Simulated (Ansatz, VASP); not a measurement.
## Two plane-wave programs on GaSb

```
Ga Sb
1.0
     0.00000    3.10774    3.10774
     3.10774    0.00000    3.10774
     3.10774    3.10774    0.00000
Ga Sb
1 1
Direct
  0.00000 0.00000 0.00000
  0.75000 0.75000 0.75000
```

Alike in both runs: functional PBE; k mesh 12 × 12 × 12; occupations gaussian, width 0.1 eV; no spin polarisation.

Ansatz relaxed the structure, and its values are those at the end. VASP's run is a single point on that final structure, the one shown.

|  | VASP | Ansatz |
| --- | --- | --- |
| version | VASP 6.6.1 | Ansatz 0.2.0 |
| potentials or method | VASP PAW PBE potentials, release 64 (Ga_d, Sb), cutoff 520 eV | scalar-relativistic, plane waves, PAW |
| valence electrons in the cell | 18 | 28 |

|  | VASP | Ansatz | Ansatz less VASP |
| --- | --- | --- | --- |
| gap on the k mesh at the Fermi level (eV) | none | none | - |
| pressure (GPa) | 0.0 | 0.0 | -0.07 |

A gap of «none» marks a metal or a gap that the smearing closes. With one functional, cell and mesh, what is left measures potentials, basis and numerics. VASP's potentials hold 18 valence electrons a cell and Ansatz's 28, so a difference there can come from the potentials and not from the codes.

Spin-orbit coupling is off throughout.
